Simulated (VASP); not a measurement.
# Al8N in VASP: a series of runs, part 2 of 2

VASP 6.6.1. Earlier steps stand in the parts before.

### Step 3. Single point, PBE

Input file INCAR:

```
SYSTEM = Al8N
ALGO     = Normal         ! electronic algorithm
DIPOL    = 0.5 0.5 0.400
EDIFF    = 1E-6           ! SCF threshold, eV
ENCUT    = 520            ! plane-wave cutoff, eV
GGA      = PE             ! functional
IDIPOL   = 3            
ISIF     = 2              ! what is computed and relaxed
ISMEAR   = 0              ! smearing method
LASPH    = .TRUE.         ! aspherical terms in the spheres
LCHARG   = .FALSE.        ! write CHGCAR
LDIPOL   = .TRUE.       
LREAL    = .FALSE.        ! projectors in reciprocal space
LWAVE    = .FALSE.        ! write WAVECAR
NBANDS   = 24             ! bands
NELM     = 80             ! most SCF steps
PREC     = Accurate       ! precision mode
SIGMA    = 0.1            ! smearing width, eV
```

Input file KPOINTS:

```
k-points
0
G
  9 9 1
  0 0 0
```

Input file POSCAR:

```
Al8N
1.0
    2.8543223330      0.0000000000      0.0000000000
   -1.4271611665      2.4719156510      0.0000000000
    0.0000000000      0.0000000000     33.4760593533
Al N
8 1
Direct
    0.3333333333      0.6666666667      0.1194883770
    0.0000000000      0.0000000000      0.1895622803
    0.6666666667      0.3333333333      0.2596361837
    0.0000000000      0.0000000000      0.3297100869
    0.3333333333      0.6666666667      0.3992195594
    0.0000000000      0.0000000000      0.4696536480
    0.6666666667      0.3333333333      0.5400996810
    0.0000000000      0.0000000000      0.6116627748
    0.2222222222     -0.2222222222      0.6854468476
```

Potentials or basis: VASP PAW PBE potentials, release 64 (Al, N).

The run is started by

```sh
> cat potpaw_PBE.64/Al/POTCAR potpaw_PBE.64/N/POTCAR > POTCAR
> mpirun -np 1 vasp_std > vasp.out
```

OUTCAR:

```text
SYSTEM = Al8N
   EDIFF = 1E-6
   ENCUT = 520
   GGA = PE
   ISIF = 2
   ISMEAR = 0
   LASPH = .TRUE.
   LREAL = .FALSE.
   NELM = 80
   PREC = Accurate

 ion  position               nearest neighbor table
   1  0.333  0.667  0.119-   2 2.87   2 2.87   2 2.87
   2  0.000  0.000  0.190-   1 2.87   1 2.87   1 2.87   3 2.87   3 2.87   3 2.87
   3  0.667  0.333  0.260-   4 2.87   4 2.87   4 2.87   2 2.87   2 2.87   2 2.87
   4  0.000  0.000  0.330-   5 2.85   5 2.85   5 2.85   3 2.87   3 2.87   3 2.87
   5  0.333  0.667  0.399-   4 2.85   4 2.85   4 2.85   6 2.88   6 2.88   6 2.88
   6  0.000  0.000  0.470-   5 2.88   5 2.88   5 2.88   7 2.88   7 2.88   7 2.88
   7  0.667  0.333  0.540-   6 2.88   6 2.88   6 2.88   8 2.91   8 2.91   8 2.91
   8  0.000  0.000  0.612-   7 2.91   7 2.91   7 2.91
   9  0.222  0.778  0.685-

  LATTYP: Found a hexagonal cell.
 ALAT       =     2.8543223330
 C/A-ratio  =    11.7281986573

  Lattice vectors:

 A1 = (   2.8543223330,   0.0000000000,   0.0000000000)
 A2 = (  -1.4271611665,   2.4719156510,   0.0000000000)
[... 206 lines left out ...]
      6      -6.5433      2.00000
[... 637 lines left out ...]
     23       3.6892      0.00000
     24       3.9501      0.00000

 [... further k-points ...]

------------------------ aborting loop because EDIFF is reached ----------------------------------------

 vacuum level on the upper side and lower side of the slab       (xc-potential included)         1.835        -1.851

  FORCE on cell =-STRESS in cart. coord.  units (eV):
  Direction    XX          YY          ZZ          XY          YZ          ZX
  --------------------------------------------------------------------------------------
  -------------------------------------------------------------------------------------
  Total       -3.8339556     -3.5205477     -5.1467786      0.2714192      0.2298699     -0.3981462
  in kB      -26.0067853    -23.8808523    -34.9120280      1.8411120      1.5592710     -2.7007365
  external PRESSURE =     -28.2665552 kB  Pullay stress =       0.0000000 kB

 VOLUME and BASIS-vectors are now :
 -----------------------------------------------------------------------------
  energy-cutoff  :      520.00
  volume of cell :      236.20
      direct lattice vectors                 reciprocal lattice vectors
     2.854322333  0.000000000  0.000000000     0.350345856  0.202272274  0.000000000
    -1.427161166  2.471915651  0.000000000     0.000000000  0.404544548  0.000000000
     0.000000000  0.000000000 33.476059353     0.000000000  0.000000000  0.029872094

 POSITION                                       TOTAL-FORCE (eV/Angst)
 -----------------------------------------------------------------------------------
     -0.00000      1.64794      4.00000         0.006759     -0.003903     -0.058828
      0.00000      0.00000      6.34580        -0.009461      0.005463      0.056879
      1.42716      0.82397      8.69160         0.000276     -0.000159     -0.008071
      0.00000      0.00000     11.03739         0.001666     -0.000962     -0.078858
     -0.00000      1.64794     13.36430         0.005772     -0.003332      0.235019
      0.00000      0.00000     15.72215        -0.015300      0.008834     -0.154494
      1.42716      0.82397     18.08041        -0.011874      0.006856      0.082178
      0.00000      0.00000     20.47606         0.208599     -0.120435      1.953115
     -0.47572      1.92260     22.94606        -0.186437      0.107639     -2.026941
 -----------------------------------------------------------------------------------
    total drift:                                0.000164     -0.000095      0.000092

  FREE ENERGIE OF THE ION-ELECTRON SYSTEM (eV)
  ---------------------------------------------------
  free  energy   TOTEN  =       -32.4522289292 eV

  energy  without entropy=      -32.4305138220  energy(sigma->0) =      -32.44137138

 vacuum level on the upper side and lower side of the slab         9.964         6.217
```

OSZICAR:

```text
N       E                     dE             d eps       ncg     rms          rms(c)
DAV:   1     0.757181245217E+02    0.75718E+02   -0.98530E+03  1200   0.912E+02
DAV:   2    -0.241204257857E+02   -0.99839E+02   -0.92130E+02  1664   0.147E+02
DAV:   3    -0.327747572595E+02   -0.86543E+01   -0.80089E+01  1712   0.367E+01
[... 21 lines left out ...]
DAV:  25    -0.324522010241E+02   -0.21869E-04   -0.14598E-05  1440   0.142E-02    0.252E-02
DAV:  26    -0.324522185686E+02   -0.17545E-04   -0.15323E-05  1472   0.131E-02    0.128E-02
DAV:  27    -0.324522209520E+02   -0.23834E-05   -0.13899E-06  1112   0.587E-03    0.106E-02
DAV:  28    -0.324522253479E+02   -0.43958E-05   -0.27937E-06  1000   0.541E-03    0.445E-03
DAV:  29    -0.324522286317E+02   -0.32838E-05   -0.26330E-06  1016   0.501E-03    0.190E-03
DAV:  30    -0.324522289292E+02   -0.29755E-06   -0.37878E-07   840   0.283E-03
   1 F= -.32452229E+02 E0= -.32441371E+02  d E =-.217151E-01
```

Run time: 5.4 min. Hardware: 1 thread of AMD EPYC 7R43 (Zen 3), shared host; peak memory 0.37 GiB.

Results:

```
Free energy   : -32.4522 eV
Largest force : 2.038 eV/Å
```

Forces in eV/Å, atoms in the order of the input:
```
Al   0.007 -0.004 -0.059
Al  -0.009  0.005  0.057
Al   0.000  0.000 -0.008
Al   0.002 -0.001 -0.079
Al   0.006 -0.003  0.235
Al  -0.015  0.009 -0.154
Al  -0.012  0.007  0.082
Al   0.209 -0.120  1.953
N   -0.186  0.108 -2.027
```

Levels at points of the mesh, in eV from the Fermi level:
```
           k point  band 10  band 11  band 12  band 13  band 14  band 15  band 16  band 17  band 18  band 19
(0.00, 0.00, 0.00)    -3.98    -2.51    -1.25     0.01     1.34     1.37     1.55     3.05     4.13     5.26
```

### Step 4. Single point, PBE

Input file INCAR:

```
SYSTEM = Al8N
ALGO = Normal
DIPOL = 0.5 0.5 0.404
EDIFF = 1E-7
ENCUT = 520
GGA = PE
IDIPOL = 3
ISIF = 2
ISMEAR = 0
LASPH = .True.
LCHARG = .True.
LDIPOL = .True.
LELF = .True.
LREAL = .False.
LVACPOTAV = .True.
LVHAR = .True.
LWAVE = .False.
NBANDS = 24
NELM = 80
PREC = Accurate
SIGMA = 0.1
```

Input file KPOINTS:

```
k-points
0
Gamma
  9 9 1
  0 0 0
```

POSCAR: that of step 3 with these lines changed.

```diff
@@ -16,2 +16,2 @@
     0.0000000000      0.0000000000      0.6116627748
-    0.2222222222     -0.2222222222      0.6854468476
+    0.2222222222     -0.2222222222      0.7212933607
```

The run is started by

```sh
> cat potpaw_PBE.64/Al/POTCAR potpaw_PBE.64/N/POTCAR > POTCAR
> mpirun -np 1 vasp_std > vasp.out
```

Run time: 9.2 min. Hardware: 1 thread of AMD EPYC 7R43 (Zen 3), shared host; peak memory 0.37 GiB.

It converged, with:

```yaml
Free_energy: -31.2452 eV
Largest_force: 0.376 eV/Å
```

Forces on the atoms (eV/Å):
```
Al   0.000  0.000 -0.084
Al   0.000  0.000  0.034
Al   0.000  0.000  0.003
Al   0.000  0.000 -0.126
Al   0.002 -0.001  0.199
Al  -0.003  0.002 -0.049
Al  -0.002  0.001 -0.031
Al   0.012 -0.007  0.375
N   -0.010  0.006 -0.321
```

Levels at points of the mesh, in eV from the Fermi level:
```
           k point  band 11  band 12  band 13  band 14  band 15  band 16  band 17  band 18
(0.00, 0.00, 0.00)    -2.37    -1.17    -0.51     1.10     1.48     1.48     2.71     3.92
```

### Step 5. Single point, PBE

Input file INCAR:

```
SYSTEM = Al8N
  PREC = Accurate
  ENCUT = 520
  EDIFF = 1E-6
  ISMEAR = 0
  SIGMA = 0.1
  LREAL = .FALSE.
  LASPH = .TRUE.
  NELM = 80
  ALGO = Normal
  ISIF = 2
  LWAVE = .FALSE.
  LCHARG = .FALSE.
  LDIPOL = .TRUE.
  IDIPOL = 3
  DIPOL = 0.5 0.5 0.395
  GGA = PE
  NBANDS = 24
```

Input file KPOINTS:

```
regular mesh
0
G
  9 9 1
  0 0 0
```

POSCAR: that of step 4 with these lines changed.

```diff
@@ -16,2 +16,2 @@
     0.0000000000      0.0000000000      0.6116627748
-    0.2222222222     -0.2222222222      0.7212933607
+    0.4444444444     -0.4444444444      0.6394438224
```

The run is started by

```sh
> cat potpaw_PBE.64/Al/POTCAR potpaw_PBE.64/N/POTCAR > POTCAR
> mpirun -np 1 vasp_std > vasp.out
```

Run time: 10 min. Hardware: 1 thread of AMD EPYC 7R43 (Zen 3), shared host; peak memory 0.37 GiB.

Results (log left out):

```yaml
Free_energy: -36.4708 eV
Largest_force: 1.526 eV/Å
```

Forces in eV/Å, atoms in the order of the input:
```
Al  -0.004  0.003 -0.050
Al   0.000  0.000  0.005
Al   0.005 -0.003 -0.044
Al  -0.004  0.002 -0.061
Al   0.028 -0.016  0.189
Al  -0.006  0.004 -0.123
Al  -0.034  0.020 -0.219
Al   1.155 -0.667  0.743
N   -1.138  0.657 -0.440
```

Levels at points of the mesh, in eV from the Fermi level:
| k point | band 12 | band 13 | band 14 | band 15 | band 16 | band 17 |
| --- | --- | --- | --- | --- | --- | --- |
| (0.00, 0.00, 0.00) | -0.34 | -0.21 | 1.17 | 1.38 | 2.93 | 4.08 |

### Step 6. Single point, PBE

Input file INCAR:

```
PREC = Accurate
ENCUT = 520
EDIFF = 1E-7
ISMEAR = 0
SIGMA = 0.1
LREAL = F
LASPH = T
NELM = 80
ALGO = Normal
ISIF = 2
LWAVE = F
LCHARG = F
LDIPOL = T
IDIPOL = 3
DIPOL = 0.5 0.5 0.398
GGA = PE
NBANDS = 24
```

Input file KPOINTS:

```
Automatic mesh
0
Gamma
  9 9 1
```

POSCAR: that of step 5 with these lines changed.

```diff
@@ -16,2 +16,2 @@
     0.0000000000      0.0000000000      0.6116627748
-    0.4444444444     -0.4444444444      0.6394438224
+    0.4444444444     -0.4444444444      0.6621466141
```

Potentials or basis: VASP PAW PBE potentials, release 64 (Al, N).

The run is started by

```sh
> cat potpaw_PBE.64/Al/POTCAR potpaw_PBE.64/N/POTCAR > POTCAR
> mpirun -np 1 vasp_std > vasp.out
```

Wall time 8.2 min (1 thread of AMD EPYC 7R43 (Zen 3), shared host); peak memory 0.35 GiB.

The run converged. Its results:

* Free energy: -34.5209 eV
* Largest force: 3.284 eV/Å

Forces in eV/Å, atoms in the order of the input:
```
Al   0.003 -0.001 -0.105
Al  -0.001  0.001  0.037
Al  -0.011  0.006  0.035
Al   0.000  0.000 -0.048
Al  -0.005  0.003  0.171
Al   0.004 -0.002 -0.109
Al   0.091 -0.053  0.198
Al  -0.026  0.015  3.102
N   -0.054  0.031 -3.283
```

Levels at points of the mesh, in eV from the Fermi level:
| k point | band 12 | band 13 | band 14 | band 15 | band 16 | band 17 |
| --- | --- | --- | --- | --- | --- | --- |
| (0.00, 0.00, 0.00) | -0.88 | 0.66 | 0.98 | 1.32 | 2.26 | 3.60 |
